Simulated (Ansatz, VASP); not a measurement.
One calculation of CdInS2, two programs

```
Cd In S
1.0
     4.16973    0.00000    0.00000
    -2.08486    3.61109    0.00000
     0.00000    0.00000    5.86972
Cd In S
1 1 2
Direct
  0.00000 0.00000 0.00000
  0.00000 0.00000 0.50000
  0.66667 0.33333 0.78230
  0.33333 0.66667 0.21770
```

Alike in both runs: task single point; functional PBE; k mesh 12 × 12 × 6; occupations gaussian, width 0.15 eV; no spin polarisation.

|  | VASP | Ansatz |
| --- | --- | --- |
| version | VASP 6.6.1 | Ansatz 0.2.0 |
| potentials or method | VASP PAW PBE potentials, release 64 (Cd, In_d, S), cutoff 520 eV | scalar-relativistic, plane waves, PAW |
| valence electrons in the cell | 37 | 45 |

VASP gave:

```
gap on the k mesh at the Fermi level (eV)                     : none
pressure (GPa)                                                : 3.2
traceless stress, the component that is largest in VASP (GPa) : 8.54
rms of the force components (eV/Å)                            : 0.234
```

**Question.** Estimate Ansatz's values.

**Answer.** gap on the k mesh at the Fermi level (eV): none; pressure (GPa): 3.0; traceless stress, the component that is largest in VASP (GPa): 8.55; rms of the force components (eV/Å): 0.224.

Atom by atom the forces differ by 0.010 eV/Å (rms over components). A gap of «none» marks a metal or a gap that the smearing closes. VASP's potentials hold 37 valence electrons a cell and Ansatz's 45, so a difference there can come from the potentials and not from the codes.
